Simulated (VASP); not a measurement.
A run of VASP 6.6.1:

The input INCAR:

```
ALGO = Normal ; EDIFF = 1E-6
EDIFFG = -0.01 ; ENCUT = 600
GGA = PE ; IBRION = 2
ISIF = 3 ; ISMEAR = 0
LASPH = True ; LCHARG = False
LREAL = False ; LWAVE = False
NELM = 60 ; NSW = 100
PREC = Accurate ; SIGMA = 0.1
```

The input KPOINTS:

```
k-points
0
Gamma
  12 12 8
```

Contents of POSCAR:

```
Si5Ge
1.0
    4.9383099900      0.0000000000      0.0000000000
   -2.4691549900      4.2767019000      0.0000000000
    0.0000000000      0.0000000000      4.5106994300
Si Ge
5 1
Direct
    0.3333333300      0.3333333300      0.0000000000
    0.0000000000      0.6666666700      0.0000000000
    0.6666666700      0.0000000000      0.0000000000
    0.6666666700      0.3333333300      0.5000000000
    0.3333333300      0.6666666700      0.5000000000
    0.0000000000      0.0000000000      0.5000000000
```

Potentials or basis: VASP PAW PBE potentials, release 64 (Si, Ge_d).

Command:

```console
$ cat potpaw_PBE.64/Si/POTCAR potpaw_PBE.64/Ge_d/POTCAR > POTCAR
$ mpirun -np 1 vasp_std > vasp.out
```

Hardware: 1 thread of Intel(R) Xeon(R) Platinum 8259CL CPU @ 2.50GHz (Skylake/Cascade Lake), with other jobs on the host.

Q: Estimate the wall time of this run.

A: Wall time 61 min on 1 thread of Intel(R) Xeon(R) Platinum 8259CL CPU @ 2.50GHz (Skylake/Cascade Lake), with other jobs on the host, peak memory 0.39 GiB. Counts: scf iterations 193, k points 95, ion steps 31.
